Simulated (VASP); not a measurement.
Wanted: the native input for a VASP 6.6.1 run.

```yaml
Task: single point
Functional: PBEsol
Potentials_or_basis: VASP PAW PBE potentials, release 64 (Ti_sv, C)
Cutoff: 520 eV
k_mesh: 14 × 14 × 14
Occupations: fermi-dirac, width 0.03 eV
Spin: no spin polarisation
Dipole_correction: no
Further_INCAR_settings: ALGO = Normal; EDIFF = 1e-06; NBANDS = 15
```

The structure of TiC lies in POSCAR:

```
TiC
1.0
    0.0000000000      2.1783315435      2.1783315435
    2.1783315435      0.0000000000      2.1783315435
    2.1783315435      2.1783315435      0.0000000000
Ti C
1 1
Direct
    0.0000000000      0.0000000000      0.0000000000
    0.5000000000      0.5000000000      0.5000000000
```

These files were run (other wordings do the same):

INCAR

```
SYSTEM = TiC
ALGO     = Normal         ! electronic algorithm
EDIFF    = 1E-6           ! SCF threshold, eV
ENCUT    = 520            ! plane-wave cutoff, eV
GGA      = PS             ! functional
ISIF     = 2              ! what is computed and relaxed
ISMEAR   = -1             ! smearing method
LASPH    = .True.         ! aspherical terms in the spheres
LCHARG   = .False.        ! write CHGCAR
LREAL    = .False.        ! projectors in reciprocal space
LWAVE    = .False.        ! write WAVECAR
NBANDS   = 15             ! bands
NELM     = 100            ! most SCF steps
PREC     = Accurate       ! precision mode
SIGMA    = 0.03           ! smearing width, eV
```

KPOINTS

```
k-points
0
Gamma
  14 14 14
  0 0 0
```

Potentials or basis: VASP PAW PBE potentials, release 64 (Ti_sv, C).

Command:

```sh
$ cat potpaw_PBE.64/Ti_sv/POTCAR potpaw_PBE.64/C/POTCAR > POTCAR
$ mpirun -np 1 vasp_std > vasp.out
```

It gave:

```json
{
  "Pressure": "-10.6 GPa",
  "Band gap on the k mesh": "zero (bands 8 and 9 overlap by 1.06 eV)"
}
```

Caveat: the cell stands under tension; the PAW data sets were made with another functional, which shifts forces and pressure a little.

Run time: 57 s on 1 thread of AMD EPYC 7R13, with other jobs on the host, peak memory 0.13 GiB.
